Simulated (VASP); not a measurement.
Runs of VASP 6.6.1 on InRu2. The structure is that of space group P4/mmm (No. 123), or close to it. The cells are those of the table. 

| task | potentials or basis | cell | k mesh | cutoff (eV) | second run | gap on the mesh (eV) | pressure (GPa) | largest force (eV/Å) |
| --- | --- | --- | --- | --- | --- | --- | --- | --- |
| relaxation of cell and atoms | VASP PAW PBE potentials, release 64 (In_d, Ru_pv) | relaxed from a = 2.893, b = 2.893, c = 5.527 Å, 3 atoms | 6 × 6 × 4 | 600 | - | none | -0.1 | 0.01 |
| single point | VASP PAW PBE potentials, release 64 (In_d, Ru_sv) | a = 2.854, b = 2.854, c = 6.410 Å, 3 atoms | 6 × 6 × 4 | 600 | valence_matched | none | (a) | 0.01 |
| single point | VASP PAW PBE potentials, release 64 (In_d, Ru_pv) | a = 2.823, b = 2.823, c = 6.514 Å, 3 atoms | 16 × 16 × 8 | 520 | - | none | 0.2 | 0.09 |
| single point | VASP PAW PBE potentials, release 64 (In_d, Ru_pv) | a = 2.854, b = 2.854, c = 6.410 Å, 3 atoms | 6 × 6 × 4 | 520 | - | none | 0.3 | (b) |
| single point | VASP PAW PBE potentials, release 64 (In_d, Ru_pv) | a = 2.893, b = 2.893, c = 5.527 Å, 3 atoms | 6 × 6 × 4 | 520 | - | none | 41.0 | 5.56 |

Alike in all rows: level PBE; no spin polarisation; smearing gaussian 0.1 eV.

Task: Fill in the values left out.

Result: (a) 0.0; (b) 0.13.

Caveats: some runs use coarse meshes; spin-orbit coupling is left out, which moves the levels of the heavy elements; forces of over 1 eV/Å act on the atoms, so gaps and moduli don't describe the material at rest (some runs).

A k mesh can miss the band edges, and the runs leave out spin-orbit coupling on In, Ru.

A gap of «none» marks levels without a gap at the run's occupations.

The runs don't all hold the same shells in valence.
